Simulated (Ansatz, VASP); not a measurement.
**One calculation of Li2Hg, two programs**

```
CELL_PARAMETERS angstrom
3.18238 0.00000 0.00000
-1.59119 2.75602 0.00000
0.00000 0.00000 15.59047
ATOMIC_POSITIONS crystal
Li 0.33333 0.66667 0.83333
Li 0.33333 0.66667 0.16667
Li 0.33333 0.66667 0.50000
Li 0.66667 0.33333 0.00000
Hg 0.66667 0.33333 0.33333
Hg 0.66667 0.33333 0.66667
```

Alike in both runs: task single point; functional PBE; k mesh 6 × 6 × 1; occupations gaussian, width 0.1 eV; no spin polarisation.

|  | VASP | Ansatz |
| --- | --- | --- |
| version | VASP 6.6.1 | Ansatz 0.2.0 |
| potentials or method | VASP PAW PBE potentials, release 64 (Li_sv, Hg), cutoff 520 eV | scalar-relativistic, plane waves, PAW |
| valence electrons in the cell | 36 | 52 |

|  | VASP | Ansatz | Ansatz less VASP |
| --- | --- | --- | --- |
| gap on the k mesh at the Fermi level (eV) | none | none | - |
| rms of the force components (eV/Å) | 0.069 | 0.069 | -0.0003 |

Atom by atom the forces differ by 0.000 eV/Å (rms over components). A gap of «none» marks a metal or a gap that the smearing closes. VASP's potentials hold 36 valence electrons a cell and Ansatz's 52, so a difference there can come from the potentials and not from the codes.

The k mesh is coarse, so the values compare programs but aren't converged. Neither program's run includes spin-orbit coupling. Noted on VASP's run: the cutoff is short for stress, so the pressure is rough.
